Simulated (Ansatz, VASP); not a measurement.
Two plane-wave programs on NiGe3

INCAR

```
PREC = Accurate
ENCUT = 600
EDIFF = 1E-6
ISMEAR = 0
SIGMA = 0.1
LREAL = F
LASPH = T
NELM = 60
ALGO = Normal
ISIF = 3
LWAVE = F
LCHARG = F
GGA = PE
IBRION = 2
NSW = 100
EDIFFG = -0.01
```

File KPOINTS:

```
regular mesh
0
Gamma
  12 12 12
```

File POSCAR:

```
NiGe3
1.0
    0.0000000000      3.2472716800      3.2472716800
    3.2472716800      0.0000000000      3.2472716800
    3.2472716800      3.2472716800      0.0000000000
Ni Ge
1 3
Direct
    0.0000000000      0.0000000000      0.0000000000
    0.2500000000      0.2500000000      0.2500000000
    0.7500000000      0.7500000000      0.7500000000
    0.5000000000      0.5000000000      0.5000000000
```

Input for Ansatz:

```yaml
crystal:
  lattice:
    - [0.0, 3.24727168, 3.24727168]
    - [3.24727168, 0.0, 3.24727168]
    - [3.24727168, 3.24727168, 0.0]
  atoms:
    - { symbol: Ni, position: [0.0, 0.0, 0.0] }
    - { symbol: Ge, position: [0.25, 0.25, 0.25] }
    - { symbol: Ge, position: [0.75, 0.75, 0.75] }
    - { symbol: Ge, position: [0.5, 0.5, 0.5] }
basis:
  ecutwfc: 420
kpoints:
  mp_grid: { grid: [12, 12, 12] }
hamiltonian:
  xc: pbe
scf:
  occupations: { method: gaussian, width: 0.1 }
output:
  forces: true
  stress: true
  eigenvalues: true
  write_density: true
  write_potential: true
  elf: true
  volumetric_format: npy
relax:
  adjacent_minimum: "off"
  f_tol: 0.01
  max_steps: 80
  cell: { stress_tol: 0.05 }
```

Change from the starting cell: species swapped into the GaHg3 type (Fm-3m, No. 225).

Alike in both runs: task relaxation of cell and atoms; functional PBE; k mesh 12 × 12 × 12; occupations gaussian, width 0.1 eV; no spin polarisation.

|  | VASP | Ansatz |
| --- | --- | --- |
| version | VASP 6.6.1 | Ansatz 0.2.0 |
| potentials or method | VASP PAW PBE potentials, release 64 (Ni, Ge_d), cutoff 600 eV | scalar-relativistic, plane waves, PAW |
| valence electrons in the cell | 52 | 60 |

Ansatz gave:

```
gap on the k mesh at the Fermi level, each at its own relaxed structure (eV) : none
relaxed volume (Å³/atom)                                                     : 16.50
relaxed length of the cell vector where the two differ most in proportion (Å)              : 4.536
```

Question: Estimate VASP's values.

Answer: gap on the k mesh at the Fermi level, each at its own relaxed structure (eV): none; relaxed volume (Å³/atom): 16.51; relaxed length of the cell vector where the two differ most in proportion (Å): 4.537.

A gap of «none» marks a metal or a gap that the smearing closes. VASP's potentials hold 52 valence electrons a cell and Ansatz's 60, so a difference there can come from the potentials and not from the codes.
